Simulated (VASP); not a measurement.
# CdSe (F-43m) in VASP: single point with PBEsol

Aim: the single point of CdSe with PBEsol.

Everything below comes from runs of VASP 6.6.1. Logs are shortened: lines on timing, memory, paths and dates and some standing lists are left out, and cuts for length are marked.

## Step 1: The cell of the first run

The structure is cubic, space group F-43m (No. 216). Conventional cell: a = 6.083 Å, b = 6.083 Å, c = 6.083 Å, α = 90.00°, β = 90.00°, γ = 90.00°. Cd (site symmetry -43m) has 4 Se at 2.63 Å within 3.5 Å. Within 3.5 Å of Se (site symmetry -43m) lie 4 Cd at 2.63 Å.

## Step 2: Single point, PBEsol

File INCAR:

```
PREC     = Accurate       # precision mode
ENCUT    = 520            # plane-wave cutoff, eV
EDIFF    = 1E-6           # SCF threshold, eV
ISMEAR   = 0              # smearing method
SIGMA    = 0.05           # smearing width, eV
LREAL    = F              # projectors in reciprocal space
LASPH    = T              # aspherical terms in the spheres
NELM     = 100            # most SCF steps
ALGO     = Normal         # electronic algorithm
ISIF     = 2              # what is computed and relaxed
LWAVE    = F              # write WAVECAR
LCHARG   = T              # write CHGCAR
GGA      = PS             # functional
LELF     = T              # ELF
LVHAR    = T            
NBANDS   = 26             # bands
```

File KPOINTS:

```
Automatic mesh
0
Gamma
  8 8 6
```

File POSCAR:

```
CdSe
1.0
    0.0000000000     -3.0413096037     -3.0413096037
    0.0000000000      3.0413096037     -3.0413096037
    6.0826192074      0.0000000000      0.0000000000
Cd Se
2 2
Direct
    0.5000000000      0.5000000000      0.5000000000
    0.0000000000      0.0000000000      0.0000000000
    0.0000000000      0.5000000000      0.2500000000
    0.5000000000      0.0000000000      0.7500000000
```

Potentials or basis: VASP PAW PBE potentials, release 64 (Cd, Se).

Run with:

```sh
cat potpaw_PBE.64/Cd/POTCAR potpaw_PBE.64/Se/POTCAR > POTCAR
mpirun -np 1 vasp_std > vasp.out
```

OUTCAR:

```text
PREC = Accurate
   ENCUT = 520
   EDIFF = 1E-6
   ISMEAR = 0
   LREAL = F
   LASPH = T
   NELM = 100
   ISIF = 2
   GGA = PS

 ion  position               nearest neighbor table
   1  0.500  0.500  0.500-   3 2.63   4 2.63   4 2.63   3 2.63
   2  0.000  0.000  0.000-   3 2.63   4 2.63   3 2.63   4 2.63
   3  0.000  0.500  0.250-   1 2.63   2 2.63   2 2.63   1 2.63
   4  0.500  0.000  0.750-   1 2.63   2 2.63   1 2.63   2 2.63

  LATTYP: Found a simple tetragonal cell.
 ALAT       =     4.3010612889
 C/A-ratio  =     1.4142135624

  Lattice vectors:

 A1 = (   0.0000000000,  -3.0413096037,  -3.0413096037)
 A2 = (   0.0000000000,   3.0413096037,  -3.0413096037)
 A3 = (   6.0826192074,   0.0000000000,   0.0000000000)

Analysis of symmetry for initial positions (statically):
=====================================================================
 Subroutine PRICEL returns following result:

  LATTYP: Found a face centered cubic cell.
 ALAT       =     6.0826192074

  Lattice vectors:

 A1 = (  -3.0413096037,   0.0000000000,   3.0413096037)
 A2 = (  -3.0413096037,  -3.0413096037,   0.0000000000)
 A3 = (   0.0000000000,  -3.0413096037,   3.0413096037)

   2 primitive cells build up your supercell.

 Routine SETGRP: Setting up the symmetry group for a
 simple tetragonal supercell.

 Subroutine GETGRP returns: Found  8 space group operations
 (whereof  8 operations were pure point group operations)
 out of a pool of 16 trial point group operations.

The static configuration has the point symmetry D_2d.

Analysis of symmetry for dynamics (positions and initial velocities):
=====================================================================
 Subroutine PRICEL returns following result:

  LATTYP: Found a face centered cubic cell.
 ALAT       =     6.0826192074

  Lattice vectors:

 A1 = (  -3.0413096037,   0.0000000000,   3.0413096037)
 A2 = (  -3.0413096037,  -3.0413096037,   0.0000000000)
 A3 = (   0.0000000000,  -3.0413096037,   3.0413096037)

   2 primitive cells build up your supercell.

 Routine SETGRP: Setting up the symmetry group for a
 simple tetragonal supercell.

 Subroutine GETGRP returns: Found  8 space group operations
 (whereof  8 operations were pure point group operations)
 out of a pool of 16 trial point group operations.

The dynamic configuration has the point symmetry D_2d.

 Subroutine INISYM returns: Found  8 space group operations
 (whereof  8 operations are pure point group operations),
 and found     2 'primitive' translations

----------------------------------------------------------------------------------------

                                     Primitive cell

  volume of cell :      56.2616

  direct lattice vectors                    reciprocal lattice vectors
    -3.041309604  0.000000000  3.041309604    -0.164402861  0.164402861  0.164402861
    -3.041309604 -3.041309604  0.000000000    -0.164402861 -0.164402861 -0.164402861
     0.000000000 -3.041309604  3.041309604     0.164402861 -0.164402861  0.164402861

  length of vectors
     4.301061289  4.301061289  4.301061289     0.284754108  0.284754108  0.284754108

  position of ions in fractional coordinates (direct lattice)
     0.000000000  0.000000000  0.000000000
     0.750000000  0.750000000  0.750000000

  ion indices of the primitive-cell ions
   primitive index   ion index
                 1           1
                 2           3

----------------------------------------------------------------------------------------

 KPOINTS: Automatic mesh

Automatic generation of k-mesh.
 Grid dimensions read from file:
 generate k-points for:    8    8    6

 Generating k-lattice:

  Cartesian coordinates                     Fractional coordinates (reciprocal lattice)
     0.000000000 -0.020550358 -0.020550358     0.125000000  0.000000000  0.000000000
     0.000000000  0.020550358 -0.020550358     0.000000000  0.125000000  0.000000000
     0.027400477  0.000000000  0.000000000     0.000000000  0.000000000  0.166666667

  Length of vectors
     0.029062594  0.029062594  0.027400477

  Shift w.r.t. Gamma in fractional coordinates (k-lattice)
     0.000000000  0.000000000  0.000000000

 Subroutine IBZKPT returns following result:
 ===========================================

 Found     60 irreducible k-points:

 Following reciprocal coordinates:
            Coordinates               Weight
  0.000000  0.000000  0.000000      1.000000
  0.125000  0.000000  0.000000      4.000000
  0.250000  0.000000  0.000000      4.000000
  0.375000  0.000000  0.000000      4.000000
  0.500000  0.000000  0.000000      2.000000
  0.125000  0.125000  0.000000      4.000000
[... 16 lines left out ...]
  0.375000  0.125000  0.166667     16.000000
  0.500000  0.125000  0.166667      8.000000
 [... further k-points ...]
   k-points           NKPTS =     60   k-points in BZ     NKDIM =     60   number of bands    NBANDS=     26
   number of dos      NEDOS =    301   number of ions     NIONS =      4
   total plane-waves  NPLWV =  49152
   dimension x,y,z NGX =    32 NGY =   32 NGZ =   48
   dimension x,y,z NGXF=    64 NGYF=   64 NGZF=   96
   ions per type =               2   2
   NGX,Y,Z   is equivalent  to a cutoff of  12.37, 12.37, 13.12 a.u.
   NGXF,Y,Z  is equivalent  to a cutoff of  24.74, 24.74, 26.24 a.u.
 SYSTEM =  unknown system
   PREC   = accura    normal or accurate (medium, high low for compatibility)
   ISTART =      0    job   : 0-new  1-cont  2-samecut
   ICHARG =      2    charge: 1-file 2-atom 10-const
   ISPIN  =      1    spin polarized calculation?
   LNONCOLLINEAR =      F non collinear calculations
   LSORBIT =      F    spin-orbit coupling
   LASPH  =      T    aspherical Exc in radial PAW
   ENCUT  =  520.0 eV  38.22 Ry    6.18 a.u.   8.00  8.00 11.31*2*pi/ulx,y,z
   NELM   =    100;   NELMIN=  2; NELMDL= -5     # of ELM steps
   EDIFF  = 0.1E-05   stopping-criterion for ELM
   LREAL  =      F    real-space projection
   EDIFFG = 0.1E-04   stopping-criterion for IOM
   NSW    =      0    number of steps for IOM
   IBRION =     -1    ionic relax: 0-MD 1-quasi-New 2-CG
   NFREE  =      0    steps in history (QN), initial steepest desc. (CG)
   ISIF   =      2    stress and relaxation
   ISYM   =      2    0-nonsym 1-usesym 2-fastsym
   POTIM  = 0.5000    time-step for ionic-motion
   TEBEG  =    0.0;   TEEND  =   0.0 temperature during run
   PSTRESS=    0.0 pullay stress
   NELECT =      36.0000    total number of electrons
   NUPDOWN=      -1.0000    fix difference up-down
   EMIN   =  10.00;   EMAX   =-10.00  energy-range for DOS
   EFERMI =   0.00;   METHOD = LEGACY
   ISMEAR =     0;   SIGMA  =   0.05  broadening in eV -4-tet -1-fermi 0-gaus
   EFERMI_NEDOS =   21; number of points for ismear=-14 and -15
   IALGO  =     38    algorithm
   IMIX   =      4    mixing-type and parameters
     AMIX     =   0.40;   BMIX     =  1.00
     AMIX_MAG =   1.60;   BMIX_MAG =  1.00
  volume/ion in A,a.u.               =      28.13       189.84
  Fermi-wavevector in a.u.,A,eV,Ry     =   1.119683  2.115894 17.057484  1.253690
  Thomas-Fermi vector in A             =   2.256324
   LORBIT       =      0    0 simple, 1 ext, 2 COOP (PROOUT), +10 PAW based schemes
   GGA     = PS    functional components
   LHFCALC =     F    Hartree Fock is set to
   AEXX    =    0.0000 exact exchange contribution
   IVDW    =     0    specifies the selected vdW correction
   LEPSILON=     F    determine dielectric tensor
   LRPA    =     F    only Hartree local field effects (RPA)
 non-spin polarized calculation
 Gauss-broadening in eV      SIGMA  =   0.05
  energy-cutoff  :      520.00
  volume of cell :      112.52
 maximum number of plane-waves:      3080
 NGX is ok and might be reduce to    32
   NGX = 15   NGY = 15   NGZ = 23

 number of electron      35.9999992 magnetization

 Free energy of the ion-electron system (eV)
  ---------------------------------------------------
  ext. energy  EPLUGINS =         0.00000000
  ---------------------------------------------------
  free energy    TOTEN  =       -12.35520926 eV

  energy without entropy =      -12.35520926  energy(sigma->0) =      -12.35520926

 E-fermi :   1.0669     XC(G=0):  -9.0988

 val. band max:        0.8109447002   @ k =   0.0000   0.0000   0.0000
 cond. band min:       1.2935546193   @ k =   0.0000   0.0000   0.0000
 fundamental gap:      0.4826099191
 Fermi energy:         1.0669232942

 k-point     1 :       0.0000    0.0000    0.0000
  band No.  band energies     occupation
      1     -11.8126      2.00000
      2     -11.3126      2.00000
      3      -7.1015      2.00000
      4      -7.1015      2.00000
      5      -7.1015      2.00000
      6      -6.9112      2.00000
[... 18 lines left out ...]
     25       9.7893      0.00000
     26      10.4066      0.00000

 k-point     2 :       0.1250    0.0000    0.0000
  band No.  band energies     occupation
      1     -11.7755      2.00000
      2     -11.3135      2.00000
      3      -7.0917      2.00000
      4      -7.0849      2.00000
      5      -7.0731      2.00000
      6      -6.9164      2.00000
[... 18 lines left out ...]
     25       9.4527      0.00000
     26      10.3288      0.00000

 k-point     3 :       0.2500    0.0000    0.0000
  band No.  band energies     occupation
      1     -11.6770      2.00000
      2     -11.3235      2.00000
      3      -7.0641      2.00000
      4      -7.0461      2.00000
      5      -6.9785      2.00000
      6      -6.9394      2.00000
[... 18 lines left out ...]
     25       8.9430      0.00000
     26       9.3569      0.00000

 k-point     4 :       0.3750    0.0000    0.0000
  band No.  band energies     occupation
      1     -11.5506      2.00000
      2     -11.3595      2.00000
      3      -7.0232      2.00000
      4      -7.0065      2.00000
      5      -6.9615      2.00000
      6      -6.9233      2.00000
[... 18 lines left out ...]
     25       7.9619      0.00000
     26       8.5022      0.00000

 k-point     5 :       0.5000    0.0000    0.0000
  band No.  band energies     occupation
      1     -11.4360      2.00000
      2     -11.4360      2.00000
      3      -6.9799      2.00000
      4      -6.9799      2.00000
      5      -6.9743      2.00000
      6      -6.9743      2.00000
[... 18 lines left out ...]
     25       7.8693      0.00000
     26       7.8693      0.00000

 k-point     6 :       0.1250    0.1250    0.0000
  band No.  band energies     occupation
      1     -11.7398      2.00000
      2     -11.3131      2.00000
      3      -7.0672      2.00000
      4      -7.0672      2.00000
      5      -7.0610      2.00000
      6      -6.9131      2.00000
[... 427 lines left out ...]
 k-point    21 :       0.1250    0.1250    0.1667
  band No.  band energies     occupation
      1     -11.7111      2.00000
      2     -11.3412      2.00000
      3      -7.0723      2.00000
      4      -7.0579      2.00000
      5      -7.0174      2.00000
      6      -6.9177      2.00000
[... 18 lines left out ...]
     25       8.1149      0.00000
     26       9.8937      0.00000

 k-point    22 :       0.2500    0.1250    0.1667
  band No.  band energies     occupation
      1     -11.6231      2.00000
      2     -11.3402      2.00000
      3      -7.0421      2.00000
      4      -7.0258      2.00000
      5      -6.9387      2.00000
      6      -6.9255      2.00000
[... 18 lines left out ...]
     25       7.5947      0.00000
     26       9.3023      0.00000

 k-point    23 :       0.3750    0.1250    0.1667
  band No.  band energies     occupation
      1     -11.5128      2.00000
      2     -11.3600      2.00000
      3      -7.0102      2.00000
      4      -6.9882      2.00000
      5      -6.9593      2.00000
      6      -6.9311      2.00000
[... 18 lines left out ...]
     25       7.9284      0.00000
     26       9.0323      0.00000

 k-point    24 :       0.5000    0.1250    0.1667
  band No.  band energies     occupation
      1     -11.4174      2.00000
      2     -11.4174      2.00000
      3      -6.9800      2.00000
      4      -6.9800      2.00000
      5      -6.9593      2.00000
      6      -6.9593      2.00000
[... 18 lines left out ...]
     25       8.3891      0.00000
     26       8.3891      0.00000

 [... further k-points ...]

------------------------ aborting loop because EDIFF is reached ----------------------------------------

  FORCE on cell =-STRESS in cart. coord.  units (eV):
  Direction    XX          YY          ZZ          XY          YZ          ZX
  --------------------------------------------------------------------------------------
  -------------------------------------------------------------------------------------
  Total        0.2146472      0.2184286      0.2184286      0.0000000      0.0000000      0.0000000
  in kB        3.0562854      3.1101281      3.1101281      0.0000000      0.0000000      0.0000000
  external PRESSURE =       3.0921806 kB  Pullay stress =       0.0000000 kB

 VOLUME and BASIS-vectors are now :
 -----------------------------------------------------------------------------
  energy-cutoff  :      520.00
  volume of cell :      112.52
      direct lattice vectors                 reciprocal lattice vectors
     0.000000000 -3.041309604 -3.041309604     0.000000000 -0.164402861 -0.164402861
     0.000000000  3.041309604 -3.041309604     0.000000000  0.164402861 -0.164402861
     6.082619207  0.000000000  0.000000000     0.164402861  0.000000000  0.000000000

 POSITION                                       TOTAL-FORCE (eV/Angst)
 -----------------------------------------------------------------------------------
      3.04131      0.00000     -3.04131         0.000000      0.000000      0.000000
      0.00000      0.00000      0.00000        -0.000000      0.000000     -0.000000
      1.52065      1.52065     -1.52065        -0.000000     -0.000000     -0.000000
      4.56196     -1.52065     -1.52065        -0.000000     -0.000000     -0.000000
 -----------------------------------------------------------------------------------
    total drift:                               -0.000000      0.000000     -0.000000

  FREE ENERGIE OF THE ION-ELECTRON SYSTEM (eV)
  ---------------------------------------------------
  free  energy   TOTEN  =       -12.3552092619 eV

  energy  without entropy=      -12.3552092619  energy(sigma->0) =      -12.35520926
```

Wall time 1.8 min (1 thread of Intel Xeon Platinum 8259CL at 2.50GHz (Skylake/Cascade Lake), shared host); peak memory 0.3 GiB.

Results:

```
Free energy            : -12.3552 eV
Pressure               : 0.3 GPa
Band gap on the k mesh : 0.48 eV
```

Levels at points of the mesh, in eV from the valence-band top:
| k point | band 16 | band 17 | band 18 | band 19 | band 20 | band 21 |
| --- | --- | --- | --- | --- | --- | --- |
| (0.00, 0.00, 0.00) | 0.00 | 0.00 | 0.00 | 0.48 | 3.00 | 3.67 |
| (0.50, 0.00, 0.00) | -2.10 | -0.78 | -0.78 | 3.69 | 3.69 | 5.76 |
| (0.50, 0.50, 0.00) | -1.88 | -1.88 | -1.88 | 3.00 | 3.00 | 3.67 |
| (0.00, 0.00, 0.50) | -1.05 | -1.05 | -1.05 | 3.21 | 3.21 | 4.11 |
| (0.50, 0.00, 0.50) | -0.76 | -0.76 | -0.76 | 2.29 | 2.29 | 6.36 |
| (0.50, 0.50, 0.50) | -2.27 | -2.25 | -2.25 | 4.99 | 4.99 | 5.10 |

Caveat: semilocal functionals underestimate gaps, and a narrow one can read as zero; the PAW data sets were made with another functional, which shifts forces and pressure a little.
